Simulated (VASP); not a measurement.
# BP (zincblende type): single point with PBEsol

Crystal: BP (zincblende type).

```
B P
1.0
     0.00000    2.02566    2.02566
     2.02566    0.00000    2.02566
     2.02566    2.02566    0.00000
B P
1 1
Direct
  0.00000 0.00000 0.00000
  0.25000 0.25000 0.25000
```

This cell differs from its parent crystal: volume scaled by 0.72.

```json
{"Program": "VASP 6.6.1", "Task": "single point", "Functional": "PBEsol", "Potentials or basis": "VASP PAW PBE potentials, release 64 (B, P)", "Cutoff": "520 eV", "k mesh": "15 × 15 × 15", "Occupations": "fermi-dirac, width 0.05 eV", "Spin": "no spin polarisation", "Dipole correction": "no", "Further INCAR settings": "ALGO = Normal; EDIFF = 1e-06; NBANDS = 11"}
```

```
Pressure               : 101.7 GPa
Band gap on the k mesh : 0.52 eV, indirect (least direct gap 4.20 eV)
```

Levels at points of the mesh, in eV from the valence-band top:
```tsv
k point	band 2	band 3	band 4	band 5	band 6	band 7
(0.00, 0.00, 0.00)	0.00	0.00	0.00	4.21	4.21	4.21
```

Run time: 14 s on 1 thread of Intel Xeon 6975P-C, with other jobs on the host, peak memory 0.14 GiB.

Caveat: the PAW data sets were made with another functional, which shifts forces and pressure a little. A k mesh can miss the band edges.
